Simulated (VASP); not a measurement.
Here is a VASP 6.6.1 calculation.

Contents of INCAR:

```
SYSTEM = S
ALGO     = Normal         ! electronic algorithm
EDIFF    = 1E-7           ! SCF threshold, eV
EDIFFG   = -0.02          ! ionic threshold
ENCUT    = 600            ! plane-wave cutoff, eV
GGA      = PS             ! functional
IBRION   = 2              ! ionic algorithm
ISIF     = 3              ! what is computed and relaxed
ISMEAR   = 0              ! smearing method
LASPH    = .True.         ! aspherical terms in the spheres
LCHARG   = .False.        ! write CHGCAR
LREAL    = .False.        ! projectors in reciprocal space
LWAVE    = .False.        ! write WAVECAR
NELM     = 60             ! most SCF steps
NSW      = 80             ! ionic steps
PREC     = Accurate       ! precision mode
SIGMA    = 0.05           ! smearing width, eV
```

KPOINTS

```
k-points
0
Gamma
  4 4 7
  0 0 0
```

File POSCAR:

```
S
1.0
    5.6780540000      0.0000000000      0.0000000000
    0.0000000000      5.6780540000      0.0000000000
    0.0000000000      0.0000000000      2.9496160000
S
4
Direct
    0.8833910000      0.8833910000      0.5000000000
    0.1166090000      0.1166090000      0.5000000000
    0.3833910000      0.6166090000      0.0000000000
    0.6166090000      0.3833910000      0.0000000000
```

Potentials or basis: VASP PAW PBE potentials, release 64 (S).

Command:

```console
$ cat potpaw_PBE.64/S/POTCAR > POTCAR
$ mpirun -np 1 vasp_std > vasp.out
```

Question: What does it give for the relaxed volume?

Answer: 21.44 Å³/atom.

Question: Predict the band gap on the k mesh.

Answer: Zero (bands 12 and 13 overlap by 2.16 eV).

Final structure:
```
S
1.0
     5.40269    0.00000    0.00000
     0.00000    5.40269    0.00000
     0.00000    0.00000    2.93875
S
4
Direct
  0.87636 0.87636 0.50000
  0.12364 0.12364 0.50000
  0.37636 0.62364 0.00000
  0.62364 0.37636 0.00000
```

Caveat: this functional lacks dispersion, which holds the molecules together, so the pressure and a relaxed volume are unreliable; the PAW data sets were made with another functional, which shifts forces and pressure a little.
